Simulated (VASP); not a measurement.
A run of VASP 6.6.1 is set up as follows.

INCAR

```
PREC     = Accurate       # precision mode
ENCUT    = 520            # plane-wave cutoff, eV
EDIFF    = 1E-6           # SCF threshold, eV
ISMEAR   = 0              # smearing method
SIGMA    = 0.01           # smearing width, eV
LREAL    = Auto         
LASPH    = T              # aspherical terms in the spheres
NELM     = 100            # most SCF steps
ALGO     = Normal         # electronic algorithm
ISIF     = 2              # what is computed and relaxed
LWAVE    = F              # write WAVECAR
LCHARG   = F              # write CHGCAR
GGA      = PE             # functional
NELECT   = 176.0        
NBANDS   = 106            # bands
```

KPOINTS

```
Automatic mesh
0
Gamma
  2 2 2
  0.5 0.5 0.5
```

The input POSCAR:

```
Hf8HO16
1.0
    0.0000000000     -5.0692310538      5.1009634478
    0.0000000000     -5.0692310538     -5.1009634478
    5.2938029111      5.0692310538      0.0000000000
Hf O H
8 16 1
Direct
    0.5040714911      0.2475744392      0.0371656027
    0.0021316497      0.7631611755      0.0388595412
    0.9658155359      0.2261350275      0.4690692312
    0.4662729112      0.7316138342      0.4804346166
    0.5149470938      0.2774329632      0.5371411937
    0.0121897258      0.7751715255      0.5359569355
    0.9789964772      0.2439582440      0.9701141027
    0.4905313899      0.7531301027      0.9634182176
    0.8299168094      0.4565124588      0.3662317860
    0.3343289031      0.9572172049      0.3722386487
    0.9644853502      0.0887322934      0.1355434469
    0.4455036445      0.5832512486      0.1182827512
    0.8778459317      0.3892696964      0.7362534269
    0.3789452468      0.8904370637      0.7395860793
    0.1490351045      0.1630706625      0.7761260970
    0.6465795448      0.6589102811      0.7695148782
    0.8502008014      0.8613496253      0.2672898589
    0.3616743877      0.3701233214      0.2723887240
    0.5906376494      0.0976354477      0.2374823011
    0.0912726670      0.5989633447      0.2364910349
    0.6536121092      0.2748498203      0.8704925596
    0.1565593058      0.7762195987      0.8706242137
    0.7824255923      0.9045836780      0.6256487301
    0.2880394709      0.4138476265      0.6393569632
    0.2879589579      0.4895524670     -0.0206208231
```

Potentials or basis: VASP PAW PBE potentials, release 64 (Hf_pv, O, H).

The run is started by

```sh
$ cat potpaw_PBE.64/Hf_pv/POTCAR potpaw_PBE.64/O/POTCAR potpaw_PBE.64/H/POTCAR > POTCAR
$ mpirun -np 1 vasp_std > vasp.out
```

(1) Estimate the largest force.

Answers

(1) 0.153 eV/Å.

Caveat: the k points lie up to 0.59 Å⁻¹ apart; the cell carries a net charge on a neutralising background, which shifts energy and pressure.
